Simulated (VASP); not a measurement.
Wanted: the native input for a VASP 6.6.1 run.

| Property | Result |
| --- | --- |
| Task | single point |
| Functional | r2SCAN |
| Potentials or basis | VASP PAW PBE potentials, release 64 (Mg, O) |
| Cutoff | 520 eV |
| k mesh | 8 × 8 × 8 |
| Occupations | gaussian, width 0.01 eV |
| Spin | no spin polarisation |
| Dipole correction | no |
| Further INCAR settings | ALGO = Normal; EDIFF = 1e-06; NBANDS = 11 |

MgO:

```
Mg O
1.0
     2.64932    0.00000    0.00000
     0.00000    2.64932    0.00000
     0.00000    0.00000    2.64932
Mg O
1 1
Direct
  0.00000 0.00000 0.00000
  0.50000 0.50000 0.50000
```

This cell differs from its parent crystal: volume changed by +3%.

One way to write it, as run:

POSCAR

```
MgO
1.0
    2.6493245711      0.0000000000      0.0000000000
    0.0000000000      2.6493245711      0.0000000000
    0.0000000000      0.0000000000      2.6493245711
Mg O
1 1
Direct
    0.0000000000      0.0000000000      0.0000000000
    0.5000000000      0.5000000000      0.5000000000
```

INCAR.step1

```
PREC     = Accurate       # precision mode
ENCUT    = 520            # plane-wave cutoff, eV
ISMEAR   = 0              # smearing method
SIGMA    = 0.01           # smearing width, eV
LREAL    = False          # projectors in reciprocal space
LASPH    = True           # aspherical terms in the spheres
NELM     = 100            # most SCF steps
NBANDS   = 11             # bands
GGA      = PE             # functional
ALGO     = Normal         # electronic algorithm
EDIFF    = 1E-4           # SCF threshold, eV
LWAVE    = True           # write WAVECAR
LCHARG   = False          # write CHGCAR
```

INCAR.step2

```
PREC     = Accurate       # precision mode
ENCUT    = 520            # plane-wave cutoff, eV
EDIFF    = 1E-6           # SCF threshold, eV
ISMEAR   = 0              # smearing method
SIGMA    = 0.01           # smearing width, eV
LREAL    = False          # projectors in reciprocal space
LASPH    = True           # aspherical terms in the spheres
NELM     = 100            # most SCF steps
ALGO     = Normal         # electronic algorithm
ISIF     = 2              # what is computed and relaxed
LWAVE    = False          # write WAVECAR
LCHARG   = True           # write CHGCAR
METAGGA  = R2SCAN         # meta-GGA
LMIXTAU  = True         
LELF     = True           # ELF
LVHAR    = True         
NBANDS   = 11             # bands
ISTART   = 1
```

KPOINTS

```
regular mesh
0
Gamma
  8 8 8
```

Potentials or basis: VASP PAW PBE potentials, release 64 (Mg, O).

The run is started by

```console
$ cat potpaw_PBE.64/Mg/POTCAR potpaw_PBE.64/O/POTCAR > POTCAR
$ cp INCAR.step1 INCAR
$ mpirun -np 1 vasp_std > vasp.out
$ cp INCAR.step2 INCAR
$ mpirun -np 1 vasp_std > vasp.out
```

It gave:

- Pressure: -5.5 GPa
- Band gap on the k mesh: 3.17 eV, indirect (least direct gap 4.19 eV)

Caveat: the PAW data sets were made with another functional, which shifts forces and pressure a little.

It took 22 s on 1 thread of Intel Xeon 6975P-C, on a shared host, peak memory 0.13 GiB.
